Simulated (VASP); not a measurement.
# TaSi2 (P6_422) in VASP: notebook, part 2 of 2

VASP 6.6.1. The steps go on from the part before.

### 3 Single point, LDA

This run uses another cell than the first one, of 14.05 Å³/atom.

INCAR reads:

```
SYSTEM = TaSi2
  PREC = Accurate
  ENCUT = 520
  EDIFF = 1E-7
  ISMEAR = 0
  SIGMA = 0.1
  LREAL = .FALSE.
  LASPH = .TRUE.
  NELM = 60
  ALGO = Normal
  ISIF = 2
  LWAVE = .FALSE.
  LCHARG = .FALSE.
  NBANDS = 38
```

KPOINTS reads:

```
regular mesh
0
G
  12 12 8
  0 0 0
```

POSCAR reads:

```
TaSi2
1.0
    4.7345999696      0.0000000029      0.0000000000
   -2.3672999873      4.1002838490      0.0000000000
    0.0000000000      0.0000000000      6.5143461540
Ta Si
3 6
Direct
    0.0000000000      0.5000000000      0.3333333333
    0.5000000000      0.5000000000      0.6666666667
    0.5000000000      0.0000000000      0.0000000000
    0.8406787339      0.6813574678      0.0000000000
    0.1593212661      0.8406787339      0.6666666667
    0.6813574678      0.8406787339      0.3333333333
    0.1593212661      0.3186425322      0.0000000000
    0.8406787339      0.1593212661      0.6666666667
    0.3186425322      0.1593212661      0.3333333333
```

Potentials or basis: VASP PAW LDA potentials, release 64 (Ta_pv, Si).

Command:

```bash
cat potpaw_LDA.64/Ta_pv/POTCAR potpaw_LDA.64/Si/POTCAR > POTCAR
mpirun -np 1 vasp_std > vasp.out
```

OUTCAR:

```text
SYSTEM = TaSi2
   PREC = Accurate
   ENCUT = 520
   EDIFF = 1E-7
   ISMEAR = 0
   LREAL = .FALSE.
   LASPH = .TRUE.
   NELM = 60
   ISIF = 2

 ion  position               nearest neighbor table
   1  0.000  0.500  0.333-   4 2.58   7 2.58   5 2.58   8 2.58   6 2.70   9 2.70   9 2.70   6 2.70
                             6 2.79   9 2.79   3 3.21   3 3.21   2 3.21   2 3.21
   2  0.500  0.500  0.667-   4 2.58   7 2.58   6 2.58   9 2.58   5 2.70   8 2.70   5 2.70   8 2.70
                             8 2.79   5 2.79   3 3.21   3 3.21   1 3.21   1 3.21
   3  0.500  0.000  0.000-   6 2.58   9 2.58   8 2.58   5 2.58   4 2.70   7 2.70   7 2.70   4 2.70
                             7 2.79   4 2.79   2 3.21   2 3.21   1 3.21   1 3.21
   4  0.841  0.681  0.000-   6 2.53   5 2.53   1 2.58   2 2.58   7 2.61   3 2.70   3 2.70   3 2.79
                             7 2.80   7 2.80   8 3.14   9 3.14
   5  0.159  0.841  0.667-   4 2.53   9 2.53   3 2.58   1 2.58   8 2.61   2 2.70   2 2.70   2 2.79
                             8 2.80   8 2.80   7 3.14   6 3.14
   6  0.681  0.841  0.333-   4 2.53   8 2.53   3 2.58   2 2.58   9 2.61   1 2.70   1 2.70   1 2.79
                             9 2.80   9 2.80   7 3.14   5 3.14
   7  0.159  0.319  0.000-   9 2.53   8 2.53   1 2.58   2 2.58   4 2.61   3 2.70   3 2.70   3 2.79
                             4 2.80   4 2.80   5 3.14   6 3.14
   8  0.841  0.159  0.667-   7 2.53   6 2.53   3 2.58   1 2.58   5 2.61   2 2.70   2 2.70   2 2.79
                             5 2.80   5 2.80   4 3.14   9 3.14
   9  0.319  0.159  0.333-   7 2.53   5 2.53   3 2.58   2 2.58   6 2.61   1 2.70   1 2.70   1 2.79
                             6 2.80   6 2.80   4 3.14   8 3.14

  LATTYP: Found a hexagonal cell.
 ALAT       =     4.7345999696
 C/A-ratio  =     1.3759021239

  Lattice vectors:

 A1 = (   4.7345999696,   0.0000000029,   0.0000000000)
 A2 = (  -2.3672999873,   4.1002838490,   0.0000000000)
 A3 = (   0.0000000000,   0.0000000000,   6.5143461540)

Analysis of symmetry for initial positions (statically):
=====================================================================
 Subroutine PRICEL returns:
 Original cell was already a primitive cell.

 Routine SETGRP: Setting up the symmetry group for a
 hexagonal supercell.

[... 165 lines left out ...]
 non-spin polarized calculation
 Gauss-broadening in eV      SIGMA  =   0.10
  energy-cutoff  :      520.00
  volume of cell :      126.46
 maximum number of plane-waves:      3426
 NGX is ok and might be reduce to    36
   NGX = 17   NGY = 17   NGZ = 25

 number of electron      56.9999999 magnetization

 Free energy of the ion-electron system (eV)
  ---------------------------------------------------
  ext. energy  EPLUGINS =         0.00000000
  ---------------------------------------------------
  free energy    TOTEN  =       -79.36092478 eV

  energy without entropy =      -79.34588209  energy(sigma->0) =      -79.35340343

 E-fermi :   9.6319     XC(G=0): -12.3231

 val. band max:        9.6304831845   @ k =   0.3333   0.1667   0.3750
 cond. band min:       9.6413604279   @ k =   0.3333   0.0833   0.5000
 fundamental gap:      0.0108772434
 Fermi energy:         9.6318520757

 k-point     1 :       0.0000    0.0000    0.0000
  band No.  band energies     occupation
      1     -24.4920      2.00000
      2     -24.4920      2.00000
      3     -24.4829      2.00000
      4     -24.4114      2.00000
      5     -24.4114      2.00000
      6     -24.3070      2.00000
[... 973 lines left out ...]
     37      13.7494      0.00000
     38      14.0453      0.00000

 [... further k-points ...]

------------------------ aborting loop because EDIFF is reached ----------------------------------------

  FORCE on cell =-STRESS in cart. coord.  units (eV):
  Direction    XX          YY          ZZ          XY          YZ          ZX
  --------------------------------------------------------------------------------------
  -------------------------------------------------------------------------------------
  Total        0.4243570      0.4243570      0.4954883      0.0000000     -0.0000000      0.0000000
  in kB        5.3761816      5.3761816      6.2773439      0.0000000     -0.0000000      0.0000000
  external PRESSURE =       5.6765690 kB  Pullay stress =       0.0000000 kB

 VOLUME and BASIS-vectors are now :
 -----------------------------------------------------------------------------
  energy-cutoff  :      520.00
  volume of cell :      126.46
      direct lattice vectors                 reciprocal lattice vectors
     4.734599970  0.000000003  0.000000000     0.211211086  0.121942777  0.000000000
    -2.367299987  4.100283849  0.000000000    -0.000000000  0.243885554  0.000000000
     0.000000000  0.000000000  6.514346154     0.000000000  0.000000000  0.153507348

 POSITION                                       TOTAL-FORCE (eV/Angst)
 -----------------------------------------------------------------------------------
     -1.18365      2.05014      2.17145        -0.000000      0.000000     -0.000000
      1.18365      2.05014      4.34290        -0.000000      0.000000      0.000000
      2.36730      0.00000      0.00000        -0.000000      0.000000      0.000000
      2.36730      2.79376      0.00000        -0.000000      0.005292     -0.000000
     -1.23582      3.44702      4.34290        -0.004583      0.002646     -0.000000
      1.23582      3.44702      2.17145         0.004583      0.002646      0.000000
     -0.00000      1.30652      0.00000         0.000000     -0.005292     -0.000000
      3.60312      0.65326      4.34290         0.004583     -0.002646     -0.000000
      1.13148      0.65326      2.17145        -0.004583     -0.002646      0.000000
 -----------------------------------------------------------------------------------
    total drift:                                0.000000     -0.000000     -0.000000

  FREE ENERGIE OF THE ION-ELECTRON SYSTEM (eV)
  ---------------------------------------------------
  free  energy   TOTEN  =       -79.3609247752 eV

  energy  without entropy=      -79.3458820911  energy(sigma->0) =      -79.35340343
```

OSZICAR:

```text
N       E                     dE             d eps       ncg     rms          rms(c)
DAV:   1     0.384441674813E+03    0.38444E+03   -0.28133E+04  7220   0.142E+03
DAV:   2    -0.619523659130E+02   -0.44639E+03   -0.43451E+03  8276   0.364E+02
DAV:   3    -0.812639570574E+02   -0.19312E+02   -0.18888E+02  9214   0.666E+01
DAV:   4    -0.816139424656E+02   -0.34999E+00   -0.34797E+00  9176   0.890E+00
DAV:   5    -0.816188179531E+02   -0.48755E-02   -0.48722E-02  8938   0.113E+00    0.331E+01
DAV:   6    -0.796529405409E+02    0.19659E+01   -0.70612E+00  9114   0.123E+01    0.152E+01
DAV:   7    -0.793890914061E+02    0.26385E+00   -0.51397E-01  9026   0.346E+00    0.425E+00
DAV:   8    -0.793620364450E+02    0.27055E-01   -0.41978E-02  9342   0.905E-01    0.452E-01
DAV:   9    -0.793611170150E+02    0.91943E-03   -0.24828E-03  9290   0.267E-01    0.230E-01
DAV:  10    -0.793609347724E+02    0.18224E-03   -0.42130E-04  9024   0.121E-01    0.549E-02
DAV:  11    -0.793609253735E+02    0.93988E-05   -0.36552E-05  9154   0.328E-02    0.138E-02
DAV:  12    -0.793609248576E+02    0.51598E-06   -0.33850E-06  9210   0.939E-03    0.333E-03
DAV:  13    -0.793609247752E+02    0.82406E-07   -0.32201E-07  7858   0.263E-03
   1 F= -.79360925E+02 E0= -.79353403E+02  d E =-.150427E-01
```

Run time: 2.6 min. Hardware: 1 thread of Intel Xeon 6975P-C (Granite Rapids), shared host; peak memory 0.44 GiB.

What came out:

```yaml
Free_energy: -79.3609 eV
Pressure: 0.6 GPa
Largest_force: 0.005 eV/Å
Band_gap_on_the_k_mesh: zero (an odd number of electrons rules out a gap without spin polarisation)
```

Forces in eV/Å, atoms in the order of the input:
```
Ta   0.000  0.000  0.000
Ta   0.000  0.000  0.000
Ta   0.000  0.000  0.000
Si   0.000  0.005  0.000
Si  -0.005  0.003  0.000
Si   0.005  0.003  0.000
Si   0.000 -0.005  0.000
Si   0.005 -0.003  0.000
Si  -0.005 -0.003  0.000
```

Caveat: spin-orbit coupling is left out, which moves the levels of the heavy elements.

### 4 Single point, LDA

This run uses another cell than the first one, of 14.06 Å³/atom.

INCAR reads:

```
  PREC = Accurate
  ENCUT = 520
  EDIFF = 1E-6
  ISMEAR = -1
  SIGMA = 0.15
  LREAL = F
  LASPH = T
  NELM = 60
  ALGO = Normal
  ISIF = 2
  LWAVE = F
  LCHARG = F
  NBANDS = 38
```

KPOINTS reads:

```
regular mesh
0
Gamma
  12 12 8
```

POSCAR reads:

```
TaSi2
1.0
    4.7314982988      0.0000000029      0.0000000000
   -2.3657491519      4.0975977233      0.0000000000
    0.0000000000      0.0000000000      6.5247436429
Ta Si
3 6
Direct
    0.0000000000      0.5000000000      0.3333333333
    0.5000000000      0.5000000000      0.6666666667
    0.5000000000      0.0000000000      0.0000000000
    0.8401928889      0.6803857777      0.0000000000
    0.1598071111      0.8401928889      0.6666666667
    0.6803857777      0.8401928889      0.3333333333
    0.1598071111      0.3196142223      0.0000000000
    0.8401928889      0.1598071111      0.6666666667
    0.3196142223      0.1598071111      0.3333333333
```

Potentials or basis: VASP PAW LDA potentials, release 64 (Ta_pv, Si).

Command:

```bash
cat potpaw_LDA.64/Ta_pv/POTCAR potpaw_LDA.64/Si/POTCAR > POTCAR
mpirun -np 1 vasp_std > vasp.out
```

OUTCAR:

```text
PREC = Accurate
   ENCUT = 520
   EDIFF = 1E-6
   ISMEAR = -1
   LREAL = F
   LASPH = T
   NELM = 60
   ISIF = 2

 ion  position               nearest neighbor table
   1  0.000  0.500  0.333-   4 2.58   7 2.58   5 2.58   8 2.58   9 2.70   6 2.70   9 2.70   6 2.70
                             6 2.79   9 2.79   3 3.21   3 3.21   2 3.21   2 3.21
   2  0.500  0.500  0.667-   4 2.58   7 2.58   6 2.58   9 2.58   5 2.70   8 2.70   5 2.70   8 2.70
                             8 2.79   5 2.79   3 3.21   3 3.21   1 3.21   1 3.21
   3  0.500  0.000  0.000-   6 2.58   9 2.58   8 2.58   5 2.58   7 2.70   4 2.70   7 2.70   4 2.70
                             7 2.79   4 2.79   2 3.21   2 3.21   1 3.21   1 3.21
   4  0.840  0.680  0.000-   5 2.54   6 2.54   1 2.58   2 2.58   7 2.62   3 2.70   3 2.70   3 2.79
                             7 2.79   7 2.79   8 3.14   9 3.14
   5  0.160  0.840  0.667-   4 2.54   9 2.54   3 2.58   1 2.58   8 2.62   2 2.70   2 2.70   2 2.79
                             8 2.79   8 2.79   7 3.14   6 3.14
   6  0.680  0.840  0.333-   4 2.54   8 2.54   3 2.58   2 2.58   9 2.62   1 2.70   1 2.70   1 2.79
                             9 2.79   9 2.79   7 3.14   5 3.14
   7  0.160  0.320  0.000-   8 2.54   9 2.54   1 2.58   2 2.58   4 2.62   3 2.70   3 2.70   3 2.79
                             4 2.79   4 2.79   5 3.14   6 3.14
   8  0.840  0.160  0.667-   7 2.54   6 2.54   3 2.58   1 2.58   5 2.62   2 2.70   2 2.70   2 2.79
                             5 2.79   5 2.79   4 3.14   9 3.14
   9  0.320  0.160  0.333-   7 2.54   5 2.54   3 2.58   2 2.58   6 2.62   1 2.70   1 2.70   1 2.79
                             6 2.79   6 2.79   4 3.14   8 3.14

  LATTYP: Found a hexagonal cell.
 ALAT       =     4.7314982988
 C/A-ratio  =     1.3790015828

  Lattice vectors:

 A1 = (   4.7314982988,   0.0000000029,   0.0000000000)
 A2 = (  -2.3657491519,   4.0975977233,   0.0000000000)
 A3 = (   0.0000000000,   0.0000000000,   6.5247436429)

Analysis of symmetry for initial positions (statically):
=====================================================================
 Subroutine PRICEL returns:
 Original cell was already a primitive cell.
[... 166 lines left out ...]
   IVDW    =     0    specifies the selected vdW correction
   LEPSILON=     F    determine dielectric tensor
   LRPA    =     F    only Hartree local field effects (RPA)
 non-spin polarized calculation
  energy-cutoff  :      520.00
  volume of cell :      126.50
 maximum number of plane-waves:      3438
 NGX is ok and might be reduce to    36
   NGX = 17   NGY = 17   NGZ = 25

 number of electron      56.9999995 magnetization

 Free energy of the ion-electron system (eV)
  ---------------------------------------------------
  ext. energy  EPLUGINS =         0.00000000
  ---------------------------------------------------
  free energy    TOTEN  =       -79.46253839 eV

  energy without entropy =      -79.25878137  energy(sigma->0) =      -79.36065988

 E-fermi :   9.6166     XC(G=0): -12.3222

 val. band max:        9.6165638587   @ k =   0.3333   0.3333   0.3750
 cond. band min:       9.6227488616   @ k =   0.3333   0.0833   0.3750
 fundamental gap:      0.0061850029
 Fermi energy:         9.6166073433

 k-point     1 :       0.0000    0.0000    0.0000
  band No.  band energies     occupation
      1     -24.4937      2.00000
      2     -24.4937      2.00000
      3     -24.4786      2.00000
      4     -24.4135      2.00000
      5     -24.4135      2.00000
      6     -24.3086      2.00000
[... 973 lines left out ...]
     37      13.7580      0.00000
     38      14.0631      0.00000

 [... further k-points ...]

------------------------ aborting loop because EDIFF is reached ----------------------------------------

  FORCE on cell =-STRESS in cart. coord.  units (eV):
  Direction    XX          YY          ZZ          XY          YZ          ZX
  --------------------------------------------------------------------------------------
  -------------------------------------------------------------------------------------
  Total        0.4232791      0.4232791      0.5068746      0.0000000      0.0000000      0.0000000
  in kB        5.3610020      5.3610020      6.4197729      0.0000000      0.0000000      0.0000000
  external PRESSURE =       5.7139256 kB  Pullay stress =       0.0000000 kB

 VOLUME and BASIS-vectors are now :
 -----------------------------------------------------------------------------
  energy-cutoff  :      520.00
  volume of cell :      126.50
      direct lattice vectors                 reciprocal lattice vectors
     4.731498299  0.000000003  0.000000000     0.211349542  0.122022715  0.000000000
    -2.365749152  4.097597723  0.000000000    -0.000000000  0.244045430  0.000000000
     0.000000000  0.000000000  6.524743643     0.000000000  0.000000000  0.153262726

 POSITION                                       TOTAL-FORCE (eV/Angst)
 -----------------------------------------------------------------------------------
     -1.18287      2.04880      2.17491         0.000000      0.000000      0.000000
      1.18287      2.04880      4.34983         0.000000      0.000000     -0.000000
      2.36575      0.00000      0.00000         0.000000      0.000000      0.000000
      2.36575      2.78795      0.00000        -0.000000      0.006611      0.000000
     -1.23156      3.44277      4.34983        -0.005726      0.003306     -0.000000
      1.23156      3.44277      2.17491         0.005726      0.003306     -0.000000
     -0.00000      1.30965      0.00000         0.000000     -0.006611      0.000000
      3.59731      0.65483      4.34983         0.005726     -0.003306     -0.000000
      1.13419      0.65483      2.17491        -0.005726     -0.003306     -0.000000
 -----------------------------------------------------------------------------------
    total drift:                                0.000000     -0.000000      0.000000

  FREE ENERGIE OF THE ION-ELECTRON SYSTEM (eV)
  ---------------------------------------------------
  free  energy   TOTEN  =       -79.4625383871 eV

  energy  without entropy=      -79.2587813732  energy(sigma->0) =      -79.36065988
```

Wall time 2.7 min (1 thread of Intel Xeon 6975P-C (Granite Rapids), shared host); peak memory 0.44 GiB.

What came out:

```yaml
Free_energy: -79.4625 eV
Pressure: 0.6 GPa
Largest_force: 0.007 eV/Å
Band_gap_on_the_k_mesh: zero (an odd number of electrons rules out a gap without spin polarisation)
```

Forces on the atoms (eV/Å):
```
Ta   0.000  0.000  0.000
Ta   0.000  0.000  0.000
Ta   0.000  0.000  0.000
Si   0.000  0.007  0.000
Si  -0.006  0.003  0.000
Si   0.006  0.003  0.000
Si   0.000 -0.007  0.000
Si   0.006 -0.003  0.000
Si  -0.006 -0.003  0.000
```

Stress tensor (GPa, compression positive):
```
0.54 0.00 0.00
0.00 0.54 0.00
0.00 0.00 0.64
```

Caveat: spin-orbit coupling is left out, which moves the levels of the heavy elements.

### 5 Overview

| cell | k mesh | smearing | gap on the mesh (eV) | pressure (GPa) | largest force (eV/Å) |
| --- | --- | --- | --- | --- | --- |
| a = 4.784, b = 4.784, c = 6.553 Å, angles 90.0, 90.0, 120.0°, 9 atoms | 6 × 6 × 4 | gaussian 0.1 eV | none | -4.5 | 0.12 |
| a = 4.735, b = 4.735, c = 6.514 Å, angles 90.0, 90.0, 120.0°, 9 atoms | 12 × 12 × 8 | gaussian 0.1 eV | none | 0.6 | 0.01 |
| a = 4.731, b = 4.731, c = 6.525 Å, angles 90.0, 90.0, 120.0°, 9 atoms | 12 × 12 × 8 | fermi-dirac 0.15 eV | none | 0.6 | 0.01 |

Alike in all rows: task single point; level LDA; potentials or basis VASP PAW LDA potentials, release 64 (Ta_pv, Si); no spin polarisation; cutoff (eV) 520.

Caveats: spin-orbit coupling is left out, which moves the levels of the heavy elements; the cell stands under tension (at least some runs).

Total energies depend on the potentials used, so only differences within one code and one set of settings carry meaning.
